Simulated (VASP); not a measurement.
Runs of VASP 6.6.1 on InP. The cell holds a slab with vacuum, 4 atoms: a = 4.144 Å, b = 4.144 Å, c = 16.230 Å, α = 90.00°, β = 90.00°, γ = 60.00°. 

| electric field (eV/Å) | gap on the mesh (eV) | largest force (eV/Å) |
| --- | --- | --- |
| - | 0.22 | (a) |
| 0.1 | 0.21 | 1.15 |
| 0.3 | (c) | 1.13 |
| 0.2 | (b) | 1.14 |

Alike in all rows: task single point; level PBE; potentials or basis VASP PAW PBE potentials, release 64 (In_d, P); no spin polarisation; cell as given; k mesh 4 × 4 × 1; cutoff (eV) 520; smearing fermi-dirac 0.1 eV.

Question: Estimate the missing entries.

Answer: (a) 1.16; (b) 0.20; (c) 0.19.

Caveats: all runs use coarse meshes; spin-orbit coupling is left out, which moves the levels of the heavy elements.

A k mesh can miss the band edges, and the runs leave out spin-orbit coupling on In.
